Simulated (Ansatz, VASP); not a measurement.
**Two plane-wave programs on CdF2**

```
CELL_PARAMETERS angstrom
-0.32328 2.91378 2.91378
2.59050 0.00000 2.59050
2.59050 2.59050 0.00000
ATOMIC_POSITIONS crystal
Cd 0.96804 0.01065 0.01065
F 0.23798 0.25401 0.25401
F 0.79398 0.73534 0.73534
```

Alike in both runs: task single point; functional PBEsol; k mesh 8 × 8 × 8; occupations gaussian, width 0.02 eV; no spin polarisation.

|  | VASP | Ansatz |
| --- | --- | --- |
| version | VASP 6.6.1 | Ansatz 0.2.0 |
| potentials or method | VASP PAW PBE potentials, release 64 (Cd, F), cutoff 520 eV | scalar-relativistic, plane waves, PAW |
| valence electrons in the cell | 26 | 34 |

|  | VASP | Ansatz | Ansatz less VASP |
| --- | --- | --- | --- |
| gap on the k mesh at the Fermi level (eV) | 2.91 | 2.94 | +0.032 |
| least direct gap on the mesh (eV) | 3.17 | 3.20 | +0.032 |
| pressure (GPa) | 1.7 | 0.8 | -0.89 |
| traceless stress, the component that is largest in VASP (GPa) | 1.83 | 1.47 | -0.352 |
| rms of the force components (eV/Å) | 0.302 | 0.276 | -0.0266 |

VASP's potentials were made for PBE, not for PBEsol. Atom by atom the forces differ by 0.027 eV/Å (rms over components). The functional is the same, so the differences come from potentials, cutoffs and numerics. VASP's potentials hold 26 valence electrons a cell and Ansatz's 34, so a difference there can come from the potentials and not from the codes.
